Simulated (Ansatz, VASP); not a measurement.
## One calculation of InSe, two programs

```xyz
8
Lattice="4.0500 0.0000 0.0000 -2.0250 3.5074 0.0000 0.0000 0.0000 16.9300" Properties=species:S:1:pos:R:3 pbc="T T T"
In    0.0000    2.3383    2.6580
In    2.0250    1.1691   11.1230
In    0.0000    2.3383    5.8070
In    2.0250    1.1691   14.2720
Se    0.0000    2.3383   10.1919
Se    2.0250    1.1691    1.7269
Se    0.0000    2.3383   15.2031
Se    2.0250    1.1691    6.7381
```

Alike in both runs: task single point; functional PBE; dispersion D3(BJ); k mesh 6 × 6 × 1; occupations gaussian, width 0.1 eV; no spin polarisation.

```csv
,VASP,Ansatz
version,VASP 6.6.1,Ansatz 0.2.0
potentials or method,"VASP PAW PBE potentials, release 64 (In_d, Se), cutoff 520 eV","scalar-relativistic, plane waves, PAW"
valence electrons in the cell,76,116
```

VASP gave:

| Property | Result |
| --- | --- |
| gap on the k mesh at the Fermi level (eV) | none |
| pressure (GPa) | 6.0 |
| traceless stress, the component that is largest in VASP (GPa) | -5.96 |
| rms of the force components (eV/Å) | 1.433 |

Q: Which values does Ansatz return?

A: gap on the k mesh at the Fermi level (eV): none; pressure (GPa): 5.9; traceless stress, the component that is largest in VASP (GPa): -5.93; rms of the force components (eV/Å): 1.425.

Atom by atom the forces differ by 0.009 eV/Å (rms over components). A gap of «none» marks a metal or a gap that the smearing closes. VASP's potentials hold 76 valence electrons a cell and Ansatz's 116, so a difference there can come from the potentials and not from the codes.

The k mesh is coarse, so the values compare programs but aren't converged.
